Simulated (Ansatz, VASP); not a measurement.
# Two plane-wave programs on Be3Te4

```
CELL_PARAMETERS angstrom
-2.75744 2.75744 5.70733
2.75744 -2.75744 5.70733
2.75744 2.75744 -5.70733
ATOMIC_POSITIONS crystal
Be 0.25000 0.75000 0.50000
Be 0.75000 0.25000 0.50000
Be 0.50000 0.50000 0.00000
Te 0.37009 0.87810 0.00000
Te 0.87810 0.37009 0.00000
Te 0.12190 0.12190 0.49199
Te 0.62991 0.62991 0.50801
```

Change from the starting cell: built by hand: vacancy famatinite (I-42m, No. 121).

Alike in both runs: functional PBE; k mesh 4 × 4 × 4; occupations gaussian, width 0.2 eV; no spin polarisation.

Ansatz relaxed the structure, and its values are those at the end. VASP's run is a single point on that final structure, the one shown.

```csv
,VASP,Ansatz
version,VASP 6.6.1,Ansatz 0.2.0
potentials or method,"VASP PAW PBE potentials, release 64 (Be, Te), cutoff 520 eV","scalar-relativistic, plane waves, PAW"
valence electrons in the cell,30,70
```

```csv
,VASP,Ansatz,Ansatz less VASP
gap on the k mesh at the Fermi level (eV),none,none,-
pressure (GPa),0.1,0.0,-0.10
rms of the force components (eV/Å),0.014,0.011,-0.0038
```

A gap of «none» marks a metal or a gap that the smearing closes. VASP's potentials hold 30 valence electrons a cell and Ansatz's 70, so a difference there can come from the potentials and not from the codes.

The k mesh is coarse, so the values compare programs but aren't converged. Spin-orbit coupling is off throughout.
